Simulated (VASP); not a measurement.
Runs of VASP 6.6.1 on Ti. The structure is that of space group P6_3/mmc (No. 194), or close to it. The cells are those of the table. 

```tsv
task	cell	cutoff (eV)	k mesh for the DOS	occupations for the DOS	gap on the mesh (eV)	pressure (GPa)
single point	a = 2.902, b = 2.902, c = 4.587 Å, angles 90.0, 90.0, 120.0°, 2 atoms	520	-	-	none	-0.3
relaxation of shape and atoms at fixed volume	relaxed from a = 2.224, b = 2.224, c = 3.515 Å, angles 90.0, 90.0, 120.0°, 2 atoms	600	-	-	none	313.3
single point	a = 2.079, b = 2.079, c = 4.021 Å, angles 90.0, 90.0, 120.0°, 2 atoms	520	-	-	none	314.3
single point	a = 2.842, b = 2.842, c = 4.497 Å, angles 90.0, 90.0, 120.0°, 2 atoms	520	-	-	none	(b)
single point	a = 2.563, b = 2.563, c = 4.234 Å, angles 90.0, 90.0, 120.0°, 2 atoms	520	-	-	none	64.5
relaxation of shape and atoms at fixed volume	relaxed from a = 2.378, b = 2.378, c = 3.758 Å, angles 90.0, 90.0, 120.0°, 2 atoms	600	-	-	none	167.9
relaxation of shape and atoms at fixed volume	relaxed from a = 2.694, b = 2.694, c = 4.258 Å, angles 90.0, 90.0, 120.0°, 2 atoms	600	-	-	none	37.6
single point	a = 2.220, b = 2.220, c = 4.312 Å, angles 90.0, 90.0, 120.0°, 2 atoms	520	-	-	none	(a)
relaxation of shape and atoms at fixed volume	relaxed from a = 2.501, b = 2.501, c = 3.953 Å, angles 90.0, 90.0, 120.0°, 2 atoms	600	-	-	none	100.0
single point	a = 2.777, b = 2.777, c = 4.410 Å, angles 90.0, 90.0, 120.0°, 2 atoms	520	-	-	none	18.4
single point	a = 2.681, b = 2.681, c = 4.299 Å, angles 90.0, 90.0, 120.0°, 2 atoms	520	-	-	none	37.7
```

Alike in all rows: level PBEsol; potentials or basis VASP PAW PBE potentials, release 64 (Ti_sv); no spin polarisation; k mesh 15 × 15 × 8; smearing fermi-dirac 0.05 eV.

Task: Estimate the missing entries.

Result: (a) 167.8; (b) 7.8.

Caveats: the PAW data sets were made with another functional, which shifts forces and pressure a little.

A gap of «none» marks levels without a gap at the run's occupations.
